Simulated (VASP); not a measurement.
# CdSe (P6_3mc) in VASP: a series of runs, part 2 of 2

VASP 6.6.1. The steps go on from the part before.

### 3 Single point, PBE (all Se atoms moved +0.075 Å, as atom 3 along Cartesian [0 0 1])

INCAR

```
SYSTEM = CdSe
ALGO     = Normal         ! electronic algorithm
EDIFF    = 1E-6           ! SCF threshold, eV
ENCUT    = 500            ! plane-wave cutoff, eV
GGA      = PE             ! functional
GGA_COMPAT= .False.      
ISIF     = 2              ! what is computed and relaxed
ISMEAR   = 0              ! smearing method
LASPH    = .True.         ! aspherical terms in the spheres
LCHARG   = .True.         ! write CHGCAR
LELF     = .True.         ! ELF
LREAL    = .False.        ! projectors in reciprocal space
LVHAR    = .True.       
LWAVE    = .False.        ! write WAVECAR
NBANDS   = 26             ! bands
NELM     = 120            ! most SCF steps
PREC     = Accurate       ! precision mode
SIGMA    = 0.05           ! smearing width, eV
```

KPOINTS

```
k-points
0
Gamma
  9 9 4
  0 0 0
```

POSCAR

```
CdSe
1.0
    4.2984999142      0.0000000000      0.0000000000
   -2.1492499571      3.7226101239      0.0000000000
    0.0000000000      0.0000000000      7.0152000000
Cd Se
2 2
Direct
    0.6666666667      0.3333333333      0.0000000000
    0.3333333333      0.6666666667      0.5000000000
    0.6666666667      0.3333333333      0.3856910708
    0.3333333333      0.6666666667      0.8856910708
```

Potentials or basis: VASP PAW PBE potentials, release 64 (Cd, Se).

Run with:

```sh
cat potpaw_PBE.64/Cd/POTCAR potpaw_PBE.64/Se/POTCAR > POTCAR
mpirun -np 1 vasp_std > vasp.out
```

OUTCAR:

```text
SYSTEM = CdSe
   EDIFF = 1E-6
   ENCUT = 500
   GGA = PE
   ISIF = 2
   ISMEAR = 0
   LASPH = .True.
   LREAL = .False.
   NELM = 120
   PREC = Accurate

 ion  position               nearest neighbor table
   1  0.667  0.333  0.000-   4 2.61   4 2.61   4 2.61   3 2.71
   2  0.333  0.667  0.500-   3 2.61   3 2.61   3 2.61   4 2.71
   3  0.667  0.333  0.386-   2 2.61   2 2.61   2 2.61   1 2.71
   4  0.333  0.667  0.886-   1 2.61   1 2.61   1 2.61   2 2.71

  LATTYP: Found a hexagonal cell.
 ALAT       =     4.2984999142
 C/A-ratio  =     1.6320111993

  Lattice vectors:

 A1 = (   4.2984999142,   0.0000000000,   0.0000000000)
 A2 = (  -2.1492499571,   3.7226101239,   0.0000000000)
 A3 = (   0.0000000000,   0.0000000000,   7.0152000000)

Analysis of symmetry for initial positions (statically):
=====================================================================
 Subroutine PRICEL returns:
 Original cell was already a primitive cell.

 Routine SETGRP: Setting up the symmetry group for a
 hexagonal supercell.

 Subroutine GETGRP returns: Found 12 space group operations
 (whereof  6 operations were pure point group operations)
 out of a pool of 24 trial point group operations.

The static configuration has the point symmetry C_3v.
 The point group associated with its full space group is C_6v.

Analysis of symmetry for dynamics (positions and initial velocities):
=====================================================================
 Subroutine PRICEL returns:
 Original cell was already a primitive cell.

 Routine SETGRP: Setting up the symmetry group for a
 hexagonal supercell.

 Subroutine GETGRP returns: Found 12 space group operations
 (whereof  6 operations were pure point group operations)
 out of a pool of 24 trial point group operations.

The dynamic configuration has the point symmetry C_3v.
 The point group associated with its full space group is C_6v.

 Subroutine INISYM returns: Found 12 space group operations
 (whereof  6 operations are pure point group operations),
 and found     1 'primitive' translations

----------------------------------------------------------------------------------------

                                     Primitive cell

  volume of cell :     112.2547

  direct lattice vectors                    reciprocal lattice vectors
     4.298499914  0.000000000  0.000000000     0.232639297  0.134314361  0.000000000
    -2.149249957  3.722610124  0.000000000     0.000000000  0.268628722  0.000000000
     0.000000000  0.000000000  7.015200000     0.000000000  0.000000000  0.142547611

  length of vectors
     4.298499914  4.298499914  7.015200000     0.268628722  0.268628722  0.142547611

  position of ions in fractional coordinates (direct lattice)
     0.666666667  0.333333333  0.000000000
     0.333333333  0.666666667  0.500000000
     0.666666667  0.333333333  0.385691071
     0.333333333  0.666666667  0.885691071

  ion indices of the primitive-cell ions
   primitive index   ion index
                 1           1
                 2           2
                 3           3
                 4           4

----------------------------------------------------------------------------------------

 KPOINTS: k-points

Automatic generation of k-mesh.
 Grid dimensions read from file:
 generate k-points for:    9    9    4

 Generating k-lattice:

  Cartesian coordinates                     Fractional coordinates (reciprocal lattice)
     0.025848811  0.014923818  0.000000000     0.111111111  0.000000000  0.000000000
     0.000000000  0.029847636  0.000000000     0.000000000  0.111111111  0.000000000
     0.000000000  0.000000000  0.035636903     0.000000000  0.000000000  0.250000000

  Length of vectors
     0.029847636  0.029847636  0.035636903

  Shift w.r.t. Gamma in fractional coordinates (k-lattice)
     0.000000000  0.000000000  0.000000000

 Subroutine IBZKPT returns following result:
 ===========================================

 Found     36 irreducible k-points:

 Following reciprocal coordinates:
            Coordinates               Weight
  0.000000  0.000000  0.000000      1.000000
  0.111111 -0.000000  0.000000      6.000000
  0.222222 -0.000000  0.000000      6.000000
  0.333333  0.000000  0.000000      6.000000
  0.444444 -0.000000  0.000000      6.000000
  0.111111  0.111111  0.000000      6.000000
[... 16 lines left out ...]
  0.333333  0.222222  0.250000     24.000000
  0.333333  0.333333  0.250000      4.000000
 [... further k-points ...]
   k-points           NKPTS =     36   k-points in BZ     NKDIM =     36   number of bands    NBANDS=     26
   number of dos      NEDOS =    301   number of ions     NIONS =      4
   total plane-waves  NPLWV =  55296
   dimension x,y,z NGX =    32 NGY =   32 NGZ =   54
   dimension x,y,z NGXF=    64 NGYF=   64 NGZF=  108
   ions per type =               2   2
   NGX,Y,Z   is equivalent  to a cutoff of  12.38, 12.38, 12.80 a.u.
   NGXF,Y,Z  is equivalent  to a cutoff of  24.75, 24.75, 25.59 a.u.
 SYSTEM =  CdSe
   PREC   = accura    normal or accurate (medium, high low for compatibility)
   ISTART =      0    job   : 0-new  1-cont  2-samecut
   ICHARG =      2    charge: 1-file 2-atom 10-const
   ISPIN  =      1    spin polarized calculation?
   LNONCOLLINEAR =      F non collinear calculations
   LSORBIT =      F    spin-orbit coupling
   LASPH  =      T    aspherical Exc in radial PAW
   ENCUT  =  500.0 eV  36.75 Ry    6.06 a.u.   7.84  7.84 12.79*2*pi/ulx,y,z
   NELM   =    120;   NELMIN=  2; NELMDL= -5     # of ELM steps
   EDIFF  = 0.1E-05   stopping-criterion for ELM
   LREAL  =      F    real-space projection
   EDIFFG = 0.1E-04   stopping-criterion for IOM
   NSW    =      0    number of steps for IOM
   IBRION =     -1    ionic relax: 0-MD 1-quasi-New 2-CG
   NFREE  =      0    steps in history (QN), initial steepest desc. (CG)
   ISIF   =      2    stress and relaxation
   ISYM   =      2    0-nonsym 1-usesym 2-fastsym
   POTIM  = 0.5000    time-step for ionic-motion
   TEBEG  =    0.0;   TEEND  =   0.0 temperature during run
   PSTRESS=    0.0 pullay stress
   NELECT =      36.0000    total number of electrons
   NUPDOWN=      -1.0000    fix difference up-down
   EMIN   =  10.00;   EMAX   =-10.00  energy-range for DOS
   EFERMI =   0.00;   METHOD = LEGACY
   ISMEAR =     0;   SIGMA  =   0.05  broadening in eV -4-tet -1-fermi 0-gaus
   EFERMI_NEDOS =   21; number of points for ismear=-14 and -15
   IALGO  =     38    algorithm
   IMIX   =      4    mixing-type and parameters
     AMIX     =   0.40;   BMIX     =  1.00
     AMIX_MAG =   1.60;   BMIX_MAG =  1.00
  volume/ion in A,a.u.               =      28.06       189.38
  Fermi-wavevector in a.u.,A,eV,Ry     =   1.120575  2.117579 17.084668  1.255688
  Thomas-Fermi vector in A             =   2.257222
   LORBIT       =      0    0 simple, 1 ext, 2 COOP (PROOUT), +10 PAW based schemes
   GGA     = PE    functional components
   LHFCALC =     F    Hartree Fock is set to
   AEXX    =    0.0000 exact exchange contribution
   IVDW    =     0    specifies the selected vdW correction
   LEPSILON=     F    determine dielectric tensor
   LRPA    =     F    only Hartree local field effects (RPA)
 non-spin polarized calculation
 Gauss-broadening in eV      SIGMA  =   0.05
  energy-cutoff  :      500.00
  volume of cell :      112.25
 maximum number of plane-waves:      2865
 NGX is ok and might be reduce to    32
   NGX = 15   NGY = 15   NGZ = 25

 number of electron      35.9999998 magnetization

 Free energy of the ion-electron system (eV)
  ---------------------------------------------------
  ext. energy  EPLUGINS =         0.00000000
  ---------------------------------------------------
  free energy    TOTEN  =       -10.89978557 eV

  energy without entropy =      -10.89978557  energy(sigma->0) =      -10.89978557

 E-fermi :   1.1832     XC(G=0):  -8.8884

 val. band max:        0.9452551059   @ k =   0.0000   0.0000   0.0000
 cond. band min:       1.6543506924   @ k =   0.0000   0.0000   0.0000
 fundamental gap:      0.7090955865
 Fermi energy:         1.1831920828

 k-point     1 :       0.0000    0.0000    0.0000
  band No.  band energies     occupation
      1     -11.6562      2.00000
      2     -11.2895      2.00000
      3      -6.9948      2.00000
      4      -6.9948      2.00000
      5      -6.9399      2.00000
      6      -6.9399      2.00000
[... 685 lines left out ...]
     25       9.5365      0.00000
     26       9.5365      0.00000

 [... further k-points ...]

------------------------ aborting loop because EDIFF is reached ----------------------------------------

  FORCE on cell =-STRESS in cart. coord.  units (eV):
  Direction    XX          YY          ZZ          XY          YZ          ZX
  --------------------------------------------------------------------------------------
  -------------------------------------------------------------------------------------
  Total        2.9165676      2.9165676      1.3574858      0.0000000      0.0000000      0.0000000
  in kB       41.6272858     41.6272858     19.3749829      0.0000000      0.0000000      0.0000000
  external PRESSURE =      34.2098515 kB  Pullay stress =       0.0000000 kB

 VOLUME and BASIS-vectors are now :
 -----------------------------------------------------------------------------
  energy-cutoff  :      500.00
  volume of cell :      112.25
      direct lattice vectors                 reciprocal lattice vectors
     4.298499914  0.000000000  0.000000000     0.232639297  0.134314361  0.000000000
    -2.149249957  3.722610124  0.000000000     0.000000000  0.268628722  0.000000000
     0.000000000  0.000000000  7.015200000     0.000000000  0.000000000  0.142547611

 POSITION                                       TOTAL-FORCE (eV/Angst)
 -----------------------------------------------------------------------------------
      2.14925      1.24087      0.00000         0.000000     -0.000000      0.308148
     -0.00000      2.48174      3.50760        -0.000000      0.000000      0.308148
      2.14925      1.24087      2.70570        -0.000000     -0.000000     -0.308148
     -0.00000      2.48174      6.21330         0.000000      0.000000     -0.308148
 -----------------------------------------------------------------------------------
    total drift:                               -0.000000     -0.000000      0.000070

  FREE ENERGIE OF THE ION-ELECTRON SYSTEM (eV)
  ---------------------------------------------------
  free  energy   TOTEN  =       -10.8997855736 eV

  energy  without entropy=      -10.8997855736  energy(sigma->0) =      -10.89978557
```

It took 2.1 min on 1 thread of Intel Xeon 8259CL, shared host; peak memory 0.27 GiB.

Results:

| Quantity | Value |
| --- | --- |
| Free energy | -10.8998 eV |
| Pressure | 3.4 GPa |
| Largest force | 0.308 eV/Å |
| Band gap on the k mesh | 0.71 eV |

Forces on the atoms (eV/Å):
```
Cd   0.000  0.000  0.308
Cd   0.000  0.000  0.308
Se   0.000  0.000 -0.308
Se   0.000  0.000 -0.308
```

Levels at points of the mesh, in eV from the valence-band top:
```tsv
k point	band 14	band 15	band 16	band 17	band 18	band 19	band 20	band 21	band 22	band 23
(0.00, 0.00, 0.00)	-0.72	-0.72	-0.01	0.00	0.00	0.71	2.11	5.88	5.88	6.14
(0.00, 0.00, 0.50)	-2.56	-0.37	-0.37	-0.37	-0.37	2.34	2.34	5.83	5.83	6.25
```

Caveat: the cell differs from its parent crystal (all Se atoms moved +0.075 Å, as atom 3 along Cartesian [0 0 1]); the cell stands under pressure; semilocal functionals underestimate gaps, and a narrow one can read as zero.
